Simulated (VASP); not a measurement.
# AlNi in VASP: notebook, part 2 of 2

VASP 6.6.1.

### 3 Single point, PBE, collinear spin, ferromagnetic start

This run uses another cell than the first one, of 12.43 Å³/atom.

File INCAR:

```
PREC = Accurate
ENCUT = 520
EDIFF = 1E-6
ISMEAR = -1
SIGMA = 0.05
LREAL = F
LASPH = T
NELM = 150
ALGO = Normal
ISIF = 2
LWAVE = F
LCHARG = T
ISPIN = 2
MAGMOM = 1 0
LORBIT = 11
LMAXMIX = 4
GGA = PE
LELF = T
LVHAR = T
NBANDS = 18
```

File KPOINTS:

```
Automatic mesh
0
Gamma
  8 8 7
```

File POSCAR:

```
AlNi
1.0
    2.8810000000      0.0000000000      0.0000000000
    0.0000000000      2.8810000000      0.0000000000
    0.0000000000      0.0000000000      2.9962400000
Ni Al
1 1
Direct
    0.5000000000      0.5000000000      0.5000000000
    0.0000000000      0.0000000000      0.0000000000
```

Potentials or basis: VASP PAW PBE potentials, release 64 (Ni, Al).

Launch:

```
$ cat potpaw_PBE.64/Ni/POTCAR potpaw_PBE.64/Al/POTCAR > POTCAR
$ mpirun -np 1 vasp_std > vasp.out
```

OUTCAR:

```text
PREC = Accurate
   ENCUT = 520
   EDIFF = 1E-6
   ISMEAR = -1
   LREAL = F
   LASPH = T
   NELM = 150
   ISIF = 2
   ISPIN = 2
   LORBIT = 11
   GGA = PE

 ion  position               nearest neighbor table
   1  0.500  0.500  0.500-   2 2.53   2 2.53   2 2.53   2 2.53   2 2.53   2 2.53   2 2.53   2 2.53

   2  0.000  0.000  0.000-   1 2.53   1 2.53   1 2.53   1 2.53   1 2.53   1 2.53   1 2.53   1 2.53

  LATTYP: Found a simple tetragonal cell.
 ALAT       =     2.8810000000
 C/A-ratio  =     1.0400000000

  Lattice vectors:

 A1 = (   2.8810000000,   0.0000000000,   0.0000000000)
 A2 = (   0.0000000000,   2.8810000000,   0.0000000000)
 A3 = (   0.0000000000,   0.0000000000,   2.9962400000)

Analysis of symmetry for initial positions (statically):
=====================================================================
 Subroutine PRICEL returns:
 Original cell was already a primitive cell.

[... 704 lines left out ...]
      1      -1.3393      1.00000
      2       6.4381      1.00000
      3       6.5026      1.00000
      4       8.0155      1.00000
      5       8.0155      1.00000
      6       8.1352      1.00000
[... 493 lines left out ...]
     17      31.2904      0.00000
     18      33.6086      0.00000

 [... further k-points ...]

------------------------ aborting loop because EDIFF is reached ----------------------------------------

  FORCE on cell =-STRESS in cart. coord.  units (eV):
  Direction    XX          YY          ZZ          XY          YZ          ZX
  --------------------------------------------------------------------------------------
  -------------------------------------------------------------------------------------
  Total       -0.2923248     -0.2923248     -1.0985697      0.0000000     -0.0000000      0.0000000
  in kB      -18.8327222    -18.8327222    -70.7742181      0.0000000     -0.0000000      0.0000000
  external PRESSURE =     -36.1465542 kB  Pullay stress =       0.0000000 kB

 VOLUME and BASIS-vectors are now :
 -----------------------------------------------------------------------------
  energy-cutoff  :      520.00
  volume of cell :       24.87
      direct lattice vectors                 reciprocal lattice vectors
     2.881000000  0.000000000  0.000000000     0.347101701  0.000000000  0.000000000
     0.000000000  2.881000000  0.000000000     0.000000000  0.347101701  0.000000000
     0.000000000  0.000000000  2.996240000     0.000000000  0.000000000  0.333751635

 POSITION                                       TOTAL-FORCE (eV/Angst)
 -----------------------------------------------------------------------------------
      1.44050      1.44050      1.49812         0.000000      0.000000      0.000000
      0.00000      0.00000      0.00000         0.000000      0.000000      0.000000
 -----------------------------------------------------------------------------------
    total drift:                                0.000000      0.000000     -0.000000

  FREE ENERGIE OF THE ION-ELECTRON SYSTEM (eV)
  ---------------------------------------------------
  free  energy   TOTEN  =       -10.5233052194 eV

  energy  without entropy=      -10.5140631816  energy(sigma->0) =      -10.51868420

 total charge

# of ion       s       p       d       tot
------------------------------------------
    1        0.460   0.482   8.456   9.399
    2        0.381   0.397   0.000   0.779
--------------------------------------------------
tot          0.842   0.879   8.456  10.177

 magnetization (x)

# of ion       s       p       d       tot
------------------------------------------
    1        0.000  -0.000   0.000   0.000
    2        0.000   0.000   0.000   0.000
--------------------------------------------------
tot          0.000   0.000   0.000   0.000
```

stdout:

```text
POSCAR found type information on POSCAR NiAl
 POSCAR found :  2 types and       2 ions
 scaLAPACK will be used
 LDA part: xc-table for (Slater+PW92), standard interpolation
 POSCAR, INCAR and KPOINTS ok, starting setup
 FFT: planning ... GRIDC
 FFT: planning ... GRID_SOFT
 FFT: planning ... GRID
 WAVECAR not read
 entering main loop
```

It took 46 s on 1 thread of Intel Xeon 8259CL, shared host; peak memory 0.18 GiB.

What came out:

| Item | Value |
| --- | --- |
| Free energy | -10.5233 eV |
| Pressure | -3.6 GPa |
| Net moment | 0.00 μB per cell |
| Valence electrons inside the program's atomic spheres | Ni 9.40; Al 0.78 |

Stress tensor (GPa, compression positive):
```
-1.88  0.00  0.00
 0.00 -1.88  0.00
 0.00  0.00 -7.08
```

Levels at points of the mesh, in eV from the Fermi level:
Spin up:
```tsv
k point	band 3	band 4	band 5	band 6	band 7	band 8	band 9	band 10	band 11	band 12
(0.00, 0.00, 0.00)	-3.02	-1.51	-1.51	-1.39	4.45	5.79	5.79	7.76	8.15	13.12
(0.50, 0.00, 0.00)	-2.59	-2.28	-2.05	-1.41	-0.53	8.18	9.04	9.91	10.30	11.01
(0.50, 0.50, 0.00)	-2.61	-2.61	-2.08	-2.08	-0.90	1.63	2.51	11.26	14.29	14.29
```
Spin down:
| k point | band 3 | band 4 | band 5 | band 6 | band 7 | band 8 | band 9 | band 10 | band 11 | band 12 |
| --- | --- | --- | --- | --- | --- | --- | --- | --- | --- | --- |
| (0.00, 0.00, 0.00) | -3.02 | -1.51 | -1.51 | -1.39 | 4.45 | 5.79 | 5.79 | 7.76 | 8.15 | 13.12 |
| (0.50, 0.00, 0.00) | -2.59 | -2.28 | -2.05 | -1.42 | -0.53 | 8.18 | 9.04 | 9.91 | 10.30 | 11.00 |
| (0.50, 0.50, 0.00) | -2.61 | -2.61 | -2.08 | -2.08 | -0.90 | 1.63 | 2.51 | 11.26 | 14.29 | 14.29 |

Caveat: the cell stands under tension.
